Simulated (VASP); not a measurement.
# Ga3Sb (P-3m1) in VASP: notebook, part 3 of 3

VASP 6.6.1. Earlier steps stand in the parts before.

## (5) Relaxation of cell and atoms, PBE

This run uses another cell than the first one, of 23.25 Å³/atom.

Input file INCAR:

```
ALGO = Normal ; EDIFF = 1E-6
EDIFFG = -0.04 ; ENCUT = 600
GGA = PE ; IBRION = 2
ISIF = 3 ; ISMEAR = 0
LASPH = T ; LCHARG = F
LREAL = F ; LWAVE = F
NELM = 80 ; NSW = 90
PREC = Accurate ; SIGMA = 0.1
```

Input file KPOINTS:

```
k-points
0
Gamma
  6 6 2
```

Input file POSCAR:

```
Ga3Sb
1.0
    3.7392727400      0.0000000000      0.0000000000
   -1.8696363700      3.2383051800      0.0000000000
    0.0000000000      0.0000000000      7.6816292700
Ga Sb
3 1
Direct
    0.3333333300      0.6666666700      0.0261111400
    0.6666666700      0.3333333300      0.9738888600
    0.0000000000      0.0000000000      0.0000000000
    0.0000000000      0.0000000000      0.5000000000
```

Potentials or basis: VASP PAW PBE potentials, release 64 (Ga_d, Sb).

On the command line:

```
> cat potpaw_PBE.64/Ga_d/POTCAR potpaw_PBE.64/Sb/POTCAR > POTCAR
> mpirun -np 1 vasp_std > vasp.out
```

OUTCAR:

```text
EDIFF = 1E-6
   EDIFFG = -0.04
   ENCUT = 600
   GGA = PE
   IBRION = 2
   ISIF = 3
   ISMEAR = 0
   LASPH = T
   LREAL = F
   NELM = 80
   NSW = 90
   PREC = Accurate

 ion  position               nearest neighbor table
   1  0.333  0.667  0.026-   3 2.17   3 2.17   3 2.17   2 2.20   2 2.20   2 2.20
   2  0.667  0.333  0.974-   3 2.17   3 2.17   3 2.17   1 2.20   1 2.20   1 2.20
   3  0.000  0.000  0.000-   1 2.17   2 2.17   1 2.17   2 2.17   2 2.17   1 2.17
   4  0.000  0.000  0.500-

  LATTYP: Found a hexagonal cell.
 ALAT       =     3.7392727400
 C/A-ratio  =     2.0543110396

  Lattice vectors:

 A1 = (   3.7392727400,   0.0000000000,   0.0000000000)
 A2 = (  -1.8696363700,   3.2383051800,   0.0000000000)
 A3 = (   0.0000000000,   0.0000000000,   7.6816292700)

Analysis of symmetry for initial positions (statically):
=====================================================================
 Subroutine PRICEL returns:
 Original cell was already a primitive cell.

 Routine SETGRP: Setting up the symmetry group for a
 hexagonal supercell.

 Subroutine GETGRP returns: Found 12 space group operations
 (whereof 12 operations were pure point group operations)
 out of a pool of 24 trial point group operations.

The static configuration has the point symmetry D_3d.

Analysis of symmetry for dynamics (positions and initial velocities):
=====================================================================
 Subroutine PRICEL returns:
 Original cell was already a primitive cell.

 Routine SETGRP: Setting up the symmetry group for a
 hexagonal supercell.

 Subroutine GETGRP returns: Found 12 space group operations
 (whereof 12 operations were pure point group operations)
 out of a pool of 24 trial point group operations.

The dynamic configuration has the point symmetry D_3d.

 Subroutine INISYM returns: Found 12 space group operations
 (whereof 12 operations are pure point group operations),
 and found     1 'primitive' translations

----------------------------------------------------------------------------------------

                                     Primitive cell

  volume of cell :      93.0161

  direct lattice vectors                    reciprocal lattice vectors
     3.739272740  0.000000000  0.000000000     0.267431682  0.154401754  0.000000000
    -1.869636370  3.238305180  0.000000000     0.000000000  0.308803508  0.000000000
     0.000000000  0.000000000  7.681629270     0.000000000  0.000000000  0.130180716

  length of vectors
     3.739272740  3.739272736  7.681629270     0.308803508  0.308803508  0.130180716

  position of ions in fractional coordinates (direct lattice)
     0.333333330  0.666666670  0.026111140
     0.666666670  0.333333330  0.973888860
     0.000000000  0.000000000  0.000000000
     0.000000000  0.000000000  0.500000000

  ion indices of the primitive-cell ions
   primitive index   ion index
                 1           1
                 2           2
                 3           3
                 4           4

----------------------------------------------------------------------------------------

 KPOINTS: k-points

Automatic generation of k-mesh.
 Grid dimensions read from file:
 generate k-points for:    6    6    2

 Generating k-lattice:

  Cartesian coordinates                     Fractional coordinates (reciprocal lattice)
     0.044571947  0.025733626  0.000000000     0.166666667  0.000000000  0.000000000
     0.000000000  0.051467251  0.000000000     0.000000000  0.166666667  0.000000000
     0.000000000  0.000000000  0.065090358     0.000000000  0.000000000  0.500000000

  Length of vectors
     0.051467251  0.051467251  0.065090358

  Shift w.r.t. Gamma in fractional coordinates (k-lattice)
     0.000000000  0.000000000  0.000000000

 Subroutine IBZKPT returns following result:
 ===========================================

 Found     14 irreducible k-points:

 Following reciprocal coordinates:
            Coordinates               Weight
  0.000000  0.000000  0.000000      1.000000
  0.166667  0.000000  0.000000      6.000000
  0.333333  0.000000  0.000000      6.000000
  0.500000  0.000000  0.000000      3.000000
  0.166667  0.166667  0.000000      6.000000
  0.333333  0.166667  0.000000     12.000000
  0.333333  0.333333  0.000000      2.000000
  0.000000  0.000000  0.500000      1.000000
  0.166667  0.000000  0.500000      6.000000
  0.333333  0.000000  0.500000      6.000000
  0.500000  0.000000  0.500000      3.000000
  0.166667  0.166667  0.500000      6.000000
  0.333333  0.166667  0.500000     12.000000
  0.333333  0.333333  0.500000      2.000000
   k-points           NKPTS =     14   k-points in BZ     NKDIM =     14   number of bands    NBANDS=     26
   number of dos      NEDOS =    301   number of ions     NIONS =      4
   total plane-waves  NPLWV =  57600
   dimension x,y,z NGX =    30 NGY =   30 NGZ =   64
   dimension x,y,z NGXF=    60 NGYF=   60 NGZF=  128
   ions per type =               3   1
   NGX,Y,Z   is equivalent  to a cutoff of  13.34, 13.34, 13.85 a.u.
   NGXF,Y,Z  is equivalent  to a cutoff of  26.68, 26.68, 27.70 a.u.
 SYSTEM =  unknown system
   PREC   = accura    normal or accurate (medium, high low for compatibility)
   ISTART =      0    job   : 0-new  1-cont  2-samecut
   ICHARG =      2    charge: 1-file 2-atom 10-const
   ISPIN  =      1    spin polarized calculation?
   LNONCOLLINEAR =      F non collinear calculations
   LSORBIT =      F    spin-orbit coupling
   LASPH  =      T    aspherical Exc in radial PAW
   ENCUT  =  600.0 eV  44.10 Ry    6.64 a.u.   7.47  7.47 15.34*2*pi/ulx,y,z
   NELM   =     80;   NELMIN=  2; NELMDL= -5     # of ELM steps
   EDIFF  = 0.1E-05   stopping-criterion for ELM
   LREAL  =      F    real-space projection
   EDIFFG = -.4E-01   stopping-criterion for IOM
   NSW    =     90    number of steps for IOM
   IBRION =      2    ionic relax: 0-MD 1-quasi-New 2-CG
   NFREE  =      1    steps in history (QN), initial steepest desc. (CG)
   ISIF   =      3    stress and relaxation
   ISYM   =      2    0-nonsym 1-usesym 2-fastsym
   POTIM  = 0.5000    time-step for ionic-motion
   TEBEG  =    0.0;   TEEND  =   0.0 temperature during run
   PSTRESS=    0.0 pullay stress
   NELECT =      44.0000    total number of electrons
   NUPDOWN=      -1.0000    fix difference up-down
   EMIN   =  10.00;   EMAX   =-10.00  energy-range for DOS
   EFERMI =   0.00;   METHOD = LEGACY
   ISMEAR =     0;   SIGMA  =   0.10  broadening in eV -4-tet -1-fermi 0-gaus
   EFERMI_NEDOS =   21; number of points for ismear=-14 and -15
   IALGO  =     38    algorithm
   IMIX   =      4    mixing-type and parameters
     AMIX     =   0.40;   BMIX     =  1.00
     AMIX_MAG =   1.60;   BMIX_MAG =  1.00
  volume/ion in A,a.u.               =      23.25       156.93
  Fermi-wavevector in a.u.,A,eV,Ry     =   1.275576  2.410489 22.137956  1.627094
  Thomas-Fermi vector in A             =   2.408280
   LORBIT       =      0    0 simple, 1 ext, 2 COOP (PROOUT), +10 PAW based schemes
   GGA     = PE    functional components
   LHFCALC =     F    Hartree Fock is set to
   AEXX    =    0.0000 exact exchange contribution
   IVDW    =     0    specifies the selected vdW correction
   LEPSILON=     F    determine dielectric tensor
   LRPA    =     F    only Hartree local field effects (RPA)
 conjugate gradient relaxation of ions
 non-spin polarized calculation
 Gauss-broadening in eV      SIGMA  =   0.10
  energy-cutoff  :      600.00
  volume of cell :       93.02
 maximum number of plane-waves:      3138
 NGX is ok and might be reduce to    30
   NGX = 15   NGY = 15   NGZ = 31

--------------------------------------- Ionic step        1  -------------------------------------------

 number of electron      44.0000018 magnetization

 Free energy of the ion-electron system (eV)
  ---------------------------------------------------
  ext. energy  EPLUGINS =         0.00000000
  ---------------------------------------------------
  free energy    TOTEN  =        -4.61786537 eV

  energy without entropy =       -4.59910886  energy(sigma->0) =       -4.60848712

------------------------ aborting loop because EDIFF is reached ----------------------------------------

  FORCE on cell =-STRESS in cart. coord.  units (eV):
  Direction    XX          YY          ZZ          XY          YZ          ZX
  --------------------------------------------------------------------------------------
  -------------------------------------------------------------------------------------
  Total       32.0779973     32.0779972     -1.2775669     -0.0000000      0.0000000     -0.0000000
  in kB      552.5347117    552.5347102    -22.0057401     -0.0000000      0.0000000     -0.0000000
  external PRESSURE =     361.0212273 kB  Pullay stress =       0.0000000 kB
[... 924 lines left out ...]
     25       8.7724      0.00000
     26       9.1669      0.00000

[... ionic steps 4 to 40 ...]

--------------------------------------- Ionic step       41  -------------------------------------------

 number of electron      44.0000038 magnetization

------------------------ aborting loop because EDIFF is reached ----------------------------------------
[... 71 lines left out ...]
--------------------------------------- Ionic step       43  -------------------------------------------

 number of electron      44.0000051 magnetization

 Free energy of the ion-electron system (eV)
  ---------------------------------------------------
  ext. energy  EPLUGINS =         0.00000000
  ---------------------------------------------------
  free energy    TOTEN  =       -12.31188298 eV

  energy without entropy =      -12.30127502  energy(sigma->0) =      -12.30657900

 E-fermi :   5.3548     XC(G=0):  -9.9717

 val. band max:        5.3315498427   @ k =   0.3333   0.1667   0.0000
 cond. band min:       5.4566061259   @ k =   0.1667   0.1667   0.5000
 fundamental gap:      0.1250562832
 Fermi energy:         5.3547862310
[... 435 lines left out ...]
  FREE ENERGIE OF THE ION-ELECTRON SYSTEM (eV)
  ---------------------------------------------------
  free  energy   TOTEN  =       -12.3118829834 eV

  energy  without entropy=      -12.3012750248  energy(sigma->0) =      -12.30657900

 reached required accuracy - stopping structural energy minimisation
```

CONTCAR:

```text
Ga3Sb
   1.00000000000000
     4.4166967835281117    0.0000000000000003    0.0000000000000000
    -2.2083483917640558    3.8249716091989967    0.0000000000000000
     0.0000000000000000    0.0000000000000000    5.6301256358009537
  Ga              Sb
     3     1
Direct
     0.3333333300000021    0.6666666699999979    0.2055430730639473
     0.6666666699999979    0.3333333300000021    0.7944569269360526
     0.0000000000000000    0.0000000000000000    0.0000000000000000
     0.0000000000000000    0.0000000000000000    0.5000000000000000

  0.00000000E+00  0.00000000E+00  0.00000000E+00
  0.00000000E+00  0.00000000E+00  0.00000000E+00
  0.00000000E+00  0.00000000E+00  0.00000000E+00
  0.00000000E+00  0.00000000E+00  0.00000000E+00
```

Wall time 25 min (1 thread of Intel Xeon Platinum 8259CL at 2.50GHz (Skylake/Cascade Lake), shared host); peak memory 0.26 GiB.

Results:

* Free energy: -12.3119 eV
* Relaxed volume: 23.78 Å³/atom
* Relaxed cell: a = 4.417 Å, b = 4.417 Å, c = 5.630 Å, α = 90.00°, β = 90.00°, γ = 120.00°
* Space group after relaxing (to 0.1 Å): P-3m1 (No. 164)
* Energy gained by relaxing: 1923.5 meV/atom
* Ionic steps: 43
* Pressure after relaxing: -0.1 GPa
* Largest force after relaxing: 0.011 eV/Å
* Band gap on the k mesh: zero (bands 22 and 23 overlap by 2.48 eV)

Forces on the atoms (eV/Å):
```
Ga   0.000  0.000  0.011
Ga   0.000  0.000 -0.011
Ga   0.000  0.000  0.000
Sb   0.000  0.000  0.000
```

Step by step:
```
step  energy change (eV)  largest force (eV/Å)  pressure (GPa)  volume (Å³)
   1              0.0000                2.9926           36.10        93.02
   3             -5.1057                0.7281           -0.89       135.00
   5             -5.1271                0.5892           -1.71       139.86
   7             -5.9317                0.5982           -1.07       117.51
   9             -6.3380                0.5904           -0.29       109.14
  11             -6.8122                0.6693            5.79        94.88
  13             -6.9098                0.5690            6.03        95.76
  15             -6.9259                0.5323            6.54        95.69
  17             -7.2175                0.2419            0.65       109.18
  19             -7.2230                0.2061            0.01       111.65
  21             -7.2290                0.2216           -0.02       111.29
  23             -7.2402                0.2434           -0.21       110.53
  25             -7.2698                0.3332            1.02       104.35
  27             -7.2989                0.5575            3.30        96.33
  29             -7.3136                0.5677            3.37        95.46
  31             -7.3965                0.6573            3.75        92.01
  33             -7.5192                0.1212            4.96        87.65
  35             -7.5786                0.2203            4.63        87.99
  37             -7.6842                0.0592            1.01        93.26
  39             -7.6919                0.0032           -0.29        95.59
  41             -7.6920                0.0001           -0.15        95.40
  43             -7.6940                0.0111           -0.06        95.11
```

Final structure:
```
CELL_PARAMETERS angstrom
4.41670 0.00000 0.00000
-2.20835 3.82497 0.00000
0.00000 0.00000 5.63013
ATOMIC_POSITIONS crystal
Ga 0.33333 0.66667 0.20554
Ga 0.66667 0.33333 0.79446
Ga 0.00000 0.00000 0.00000
Sb 0.00000 0.00000 0.50000
```

Levels at points of the mesh, in eV from the Fermi level:
```csv
k point,band 18,band 19,band 20,band 21,band 22,band 23,band 24,band 25,band 26
"(0.00, 0.00, 0.00)",-6.43,-1.49,-1.47,-1.47,0.26,1.06,1.06,2.55,2.55
"(0.50, 0.00, 0.00)",-5.36,-4.40,-3.91,-2.98,-2.33,1.06,1.49,2.48,2.49
"(0.00, 0.00, 0.50)",-2.40,-0.81,-0.77,-0.77,-0.71,0.20,0.20,1.27,2.35
"(0.50, 0.00, 0.50)",-6.51,-5.88,-1.85,-1.51,-1.07,-0.40,1.27,1.73,4.55
```

Caveat: the k points lie up to 0.56 Å⁻¹ apart in the final cell, too coarse for converged energies and pressures of a metal; a cell axis changed by over 15 % at a fixed basis, so the end point is rough; spin-orbit coupling is left out, which moves the levels of the heavy elements.

## (6) Overview

| task | cell | k mesh | cutoff (eV) | gap on the mesh (eV) | pressure (GPa) | largest force (eV/Å) |
| --- | --- | --- | --- | --- | --- | --- |
| single point | a = 3.877, b = 3.877, c = 6.953 Å, angles 90.0, 90.0, 120.0°, 4 atoms, atomic positions A | 6 × 6 × 2 | 520 | none | 0.1 | 0.01 |
| single point | a = 3.739, b = 3.739, c = 7.682 Å, angles 90.0, 90.0, 120.0°, 4 atoms, atomic positions B | 6 × 6 × 2 | 520 | none | 36.2 | 2.99 |
| single point | a = 3.889, b = 3.889, c = 6.951 Å, angles 90.0, 90.0, 120.0°, 4 atoms, atomic positions C | 6 × 6 × 4 | 520 | none | 0.1 | 0.01 |
| relaxation of cell and atoms | relaxed from a = 3.739, b = 3.739, c = 7.682 Å, angles 90.0, 90.0, 120.0°, 4 atoms, atomic positions B | 6 × 6 × 2 | 600 | none | -0.1 | 0.01 |

Alike in all rows: level PBE; potentials or basis VASP PAW PBE potentials, release 64 (Ga_d, Sb); no spin polarisation; smearing gaussian 0.1 eV.

Caveats: some runs use coarse meshes; spin-orbit coupling is left out, which moves the levels of the heavy elements; semilocal functionals underestimate gaps, so a narrow gap can read as zero (at least some runs); forces of over 1 eV/Å act on the atoms, so gaps and moduli don't describe the material at rest (at least some runs); a cell axis changed by over 15 % at a fixed basis, so the end point is rough (at least some runs).

Total energies depend on the potentials used, so only differences within one code and one set of settings carry meaning.
